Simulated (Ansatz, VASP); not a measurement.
## One calculation of Pt, two programs

```xyz
2
Lattice="1.6424 0.9482 3.9328 -1.6424 0.9482 3.9328 0.0000 -1.8965 3.9328" Properties=species:S:1:pos:R:3 pbc="T T T"
Pt    0.0000    0.0000    0.6808
Pt    0.0000    0.0000   11.1177
```

Alike in both runs: task relaxation of cell and atoms; functional PBE; k mesh 6 × 6 × 6; occupations gaussian, width 0.1 eV; no spin polarisation.

|  | VASP | Ansatz |
| --- | --- | --- |
| version | VASP 6.6.1 | Ansatz 0.2.0 |
| potentials or method | VASP PAW PBE potentials, release 64 (Pt), cutoff 600 eV | scalar-relativistic, plane waves, PAW |
| valence electrons in the cell | 20 | 36 |

```csv
,VASP,Ansatz,Ansatz less VASP
"gap on the k mesh at the Fermi level, each at its own relaxed structure (eV)",none,none,-
relaxed volume (Å³/atom),16.13,16.19,+0.054
relaxed cell length with the largest relative difference (Å),5.181,5.186,+0.0052
```

A gap of «none» marks a metal or a gap that the smearing closes. VASP's potentials hold 20 valence electrons a cell and Ansatz's 36, so a difference there can come from the potentials and not from the codes.

The k mesh is coarse, so the values compare programs but aren't converged. Neither program's run includes spin-orbit coupling.
